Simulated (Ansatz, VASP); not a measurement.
# Two plane-wave programs on TiCo

```
Ti Co
1.0
     2.93851    0.00000    0.00000
     0.00000    2.93851    0.00000
     0.00000    0.00000    2.93851
Ti Co
1 1
Direct
  0.00000 0.00000 0.00000
  0.50000 0.50000 0.50000
```

Alike in both runs: functional PBEsol; k mesh 14 × 14 × 14; occupations gaussian, width 0.1 eV; collinear spin.

Ansatz relaxed the structure, and its values are those at the end. VASP's run is a single point on that final structure, the one shown.

```csv
,VASP,Ansatz
version,VASP 6.6.1,Ansatz 0.2.0
potentials or method,"VASP PAW PBE potentials, release 64 (Ti_sv, Co), cutoff 520 eV","scalar-relativistic, plane waves, PAW"
valence electrons in the cell,21,29
```

Ansatz gave:

```
gap on the k mesh at the Fermi level (eV)                     : none
pressure (GPa)                                                : 0.0
net moment per atom (μB)                                      : 0.32
size of the moment on the site where the two differ most (μB) : 0.68
```

Question: Estimate VASP's values.

Answer: gap on the k mesh at the Fermi level (eV): none; pressure (GPa): -0.6; net moment per atom (μB): 0.29; size of the moment on the site where the two differ most (μB): 0.61.

VASP's potentials were made for PBE, not for PBEsol. Site moments also hang on the region over which each program counts them. A gap of «none» marks a metal or a gap that the smearing closes. With one functional, cell and mesh, what is left measures potentials, basis and numerics. VASP's potentials hold 21 valence electrons a cell and Ansatz's 29, so a difference there can come from the potentials and not from the codes.
